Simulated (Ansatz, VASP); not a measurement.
# MgNi3Te4: VASP beside Ansatz

The input INCAR:

```
PREC = Accurate ; ENCUT = 600
EDIFF = 1E-6 ; ISMEAR = 0
SIGMA = 0.1 ; LREAL = F
LASPH = T ; NELM = 120
ALGO = Normal ; ISIF = 2
LWAVE = F ; LCHARG = F
GGA = PS ; NBANDS = 38
GGA_COMPAT = F
```

The input KPOINTS:

```
regular mesh
0
Gamma
  12 12 4
```

The input POSCAR:

```
MgNi3Te4
1.0
    4.1015157556      0.0000000000      0.0000000000
   -2.0507578778      3.5520168384      0.0000000000
    0.0000000000      0.0000000000     11.2347574000
Mg Ni Te
1 3 4
Direct
    0.0000000000      0.0000000000      0.0000000000
    0.0000000000      0.0000000000      0.5000000000
    0.0000000000      0.0000000000      0.2618430000
    0.0000000000      0.0000000000      0.7381570000
    0.3333333333      0.6666666667      0.1563150000
    0.3333333333      0.6666666667      0.6113180000
    0.6666666667      0.3333333333      0.3886820000
    0.6666666667      0.3333333333      0.8436850000
```

Input for Ansatz:

```yaml
crystal:
  lattice:
    - [4.1015157556, 0.0, 0.0]
    - [-2.0507578778, 3.5520168384, 0.0]
    - [0.0, 0.0, 11.2347574]
  atoms:
    - { symbol: Mg, position: [0.0, 0.0, 0.0] }
    - { symbol: Ni, position: [0.0, 0.0, 0.5] }
    - { symbol: Ni, position: [0.0, 0.0, 0.261843] }
    - { symbol: Ni, position: [0.0, 0.0, 0.738157] }
    - { symbol: Te, position: [0.3333333333, 0.6666666667, 0.156315] }
    - { symbol: Te, position: [0.3333333333, 0.6666666667, 0.611318] }
    - { symbol: Te, position: [0.6666666667, 0.3333333333, 0.388682] }
    - { symbol: Te, position: [0.6666666667, 0.3333333333, 0.843685] }
basis:
  ecutwfc: 420
kpoints:
  mp_grid: { grid: [12, 12, 4] }
  band_path:
    path:
      - [[0.0, 0.0, 0.0], [0.5, 0.0, 0.0], [0.33333333, 0.33333333, 0.0], [0.0, 0.0, 0.0], [0.0, 0.0, 0.5], [0.5, 0.0, 0.5], [0.33333333, 0.33333333, 0.5], [0.0, 0.0, 0.5]]
      - [[0.5, 0.0, 0.5], [0.5, 0.0, 0.0]]
      - [[0.33333333, 0.33333333, 0.5], [0.33333333, 0.33333333, 0.0]]
    npoints: 14
hamiltonian:
  xc: pbesol
scf:
  occupations: { method: gaussian, width: 0.1 }
  n_extra_bands: 20
output:
  forces: true
  stress: true
  eigenvalues: true
  populations: true
  dos: { projected: true, de: 0.02, nscf_kmesh: { grid: [15, 15, 5] } }
  bader: true
  write_density: true
  write_potential: true
  elf: true
  volumetric_format: npy
```

Alike in both runs: task single point; functional PBEsol; k mesh 12 × 12 × 4; occupations gaussian, width 0.1 eV; no spin polarisation.

|  | VASP | Ansatz |
| --- | --- | --- |
| version | VASP 6.6.1 | Ansatz 0.2.0 |
| potentials or method | VASP PAW PBE potentials, release 64 (Mg, Ni, Te), cutoff 600 eV | scalar-relativistic, plane waves, PAW |
| valence electrons in the cell | 56 | 128 |

|  | VASP | Ansatz | Ansatz less VASP |
| --- | --- | --- | --- |
| gap on the k mesh at the Fermi level (eV) | none | none | - |
| pressure (GPa) | -4.1 | -4.1 | -0.02 |
| traceless stress, the component that is largest in VASP (GPa) | 0.07 | 0.07 | +0.003 |
| rms of the force components (eV/Å) | 0.065 | 0.069 | +0.0035 |

VASP's potentials were made for PBE, not for PBEsol. Atom by atom the forces differ by 0.003 eV/Å (rms over components). A gap of «none» marks a metal or a gap that the smearing closes. The functional is the same, so the differences come from potentials, cutoffs and numerics. VASP's potentials hold 56 valence electrons a cell and Ansatz's 128, so a difference there can come from the potentials and not from the codes.

Spin-orbit coupling is off throughout.
